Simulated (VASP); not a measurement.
HCl, 24 atoms in the cell. The cell holds a disordered packing, 24 atoms: a = 8.490 Å, b = 8.490 Å, c = 8.490 Å, α = 90.00°, β = 90.00°, γ = 90.00°. 

```yaml
Program: VASP 6.6.1
Task: single point
Functional: r2SCAN
Potentials_or_basis: VASP PAW PBE potentials, release 64 (Cl, H)
Cutoff: 520 eV
k_mesh: 1 × 1 × 1
Occupations: fermi-dirac, width 0.05 eV
Spin: no spin polarisation
Dipole_correction: no
Further_INCAR_settings: LREAL = Auto; ALGO = Normal; EDIFF = 1e-06; NBANDS = 66
```

Potentials or basis: VASP PAW PBE potentials, release 64 (Cl, H).

The run is started by

```bash
$ cat potpaw_PBE.64/Cl/POTCAR potpaw_PBE.64/H/POTCAR > POTCAR
$ cp INCAR.step1 INCAR
$ mpirun -np 1 vasp_gam > vasp.out
$ cp INCAR.step2 INCAR
$ mpirun -np 1 vasp_gam > vasp.out
```

Hardware: 1 thread of Intel(R) Xeon(R) Platinum 8259CL CPU @ 2.50GHz (Skylake/Cascade Lake), on a shared host.

Task: Estimate the wall time of this run.

Result: Wall time 5.3 min on 1 thread of Intel(R) Xeon(R) Platinum 8259CL CPU @ 2.50GHz (Skylake/Cascade Lake) (shared host), peak memory 0.59 GiB. Counts: k points 1.
